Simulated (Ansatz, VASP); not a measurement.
Two plane-wave programs on As5S

```
CELL_PARAMETERS angstrom
0.00000 3.91916 3.91916
3.91916 0.00000 3.91916
3.91916 3.91916 0.00000
ATOMIC_POSITIONS crystal
As 0.75000 0.75000 0.75000
As 0.36837 0.36837 0.89490
As 0.36837 0.89490 0.36837
As 0.36837 0.36837 0.36837
As 0.89490 0.36837 0.36837
S 0.00000 0.00000 0.00000
```

Change from the starting cell: species swapped into the Be5Pd type (F-43m, No. 216).

Alike in both runs: functional PBE; k mesh 8 × 8 × 8; occupations gaussian, width 0.1 eV; no spin polarisation.

Ansatz relaxed the structure, and its values are those at the end. VASP's run is a single point on that final structure, the one shown.

|  | VASP | Ansatz |
| --- | --- | --- |
| version | VASP 6.6.1 | Ansatz 0.2.0 |
| potentials or method | VASP PAW PBE potentials, release 64 (As, S), cutoff 520 eV | scalar-relativistic, plane waves, PAW |
| valence electrons in the cell | 31 | 81 |

|  | VASP | Ansatz | Ansatz less VASP |
| --- | --- | --- | --- |
| gap on the k mesh at the Fermi level (eV) | none | none | - |
| pressure (GPa) | 0.1 | 0.0 | -0.10 |
| rms of the force components (eV/Å) | 0.016 | 0.001 | -0.0146 |

A gap of «none» marks a metal or a gap that the smearing closes. VASP's potentials hold 31 valence electrons a cell and Ansatz's 81, so a difference there can come from the potentials and not from the codes.
